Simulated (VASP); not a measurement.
Set up this calculation in VASP 6.6.1, as the native input.

```yaml
Task: relaxation of cell and atoms
Functional: PBE
Potentials_or_basis: VASP PAW PBE potentials, release 64 (Cu, W_sv)
Cutoff: 600 eV
k_mesh: 12 × 12 × 18
Occupations: gaussian, width 0.1 eV
Spin: no spin polarisation
Dipole_correction: no
Further_INCAR_settings: ALGO = Fast; EDIFF = 1e-06; IBRION = 2; EDIFFG = -0.01; NSW = 100; ISIF = 3
```

The structure of Cu2W lies in POSCAR:

```
Cu2W
1.0
    4.2414092411      0.0000000000      0.0000000000
   -2.1207046205      3.6731681506      0.0000000000
    0.0000000000      0.0000000000      2.5442820093
Cu W
2 1
Direct
    0.3333333333      0.6666666667      0.0000000000
    0.6666666667      0.3333333333      0.0000000000
    0.0000000000      0.0000000000      0.5000000000
```

The cell was generated, and may not be a known phase.

These files were run (other wordings do the same):

INCAR

```
  PREC = Accurate
  ENCUT = 600
  EDIFF = 1E-6
  ISMEAR = 0
  SIGMA = 0.1
  LREAL = F
  LASPH = T
  NELM = 60
  ALGO = Fast
  ISIF = 3
  LWAVE = F
  LCHARG = F
  GGA = PE
  IBRION = 2
  NSW = 100
  EDIFFG = -0.01
```

KPOINTS

```
Automatic mesh
0
Gamma
  12 12 18
```

Potentials or basis: VASP PAW PBE potentials, release 64 (Cu, W_sv).

The run is started by

```sh
$ cat potpaw_PBE.64/Cu/POTCAR potpaw_PBE.64/W_sv/POTCAR > POTCAR
$ mpirun -np 1 vasp_std > vasp.out
```

Results of the run:

```json
{
 "Relaxed volume": "13.30 Å³/atom",
 "Relaxed cell": "a = 4.225 Å, b = 4.225 Å, c = 2.582 Å, α = 90.00°, β = 90.00°, γ = 120.00°",
 "Space group after relaxing (to 0.1 Å)": "P6/mmm (No. 191)",
 "Energy gained by relaxing": "2.6 meV/atom",
 "Ionic steps": "9",
 "Pressure after relaxing": "0.1 GPa",
 "Band gap on the k mesh": "zero (bands 18 and 19 overlap by 0.84 eV)"
}
```

Caveat: spin-orbit coupling is left out, which moves the levels of the heavy elements.

It took 7 min on 1 thread of Intel(R) Xeon(R) 6975P-C (Granite Rapids), on a shared host, peak memory 0.34 GiB.
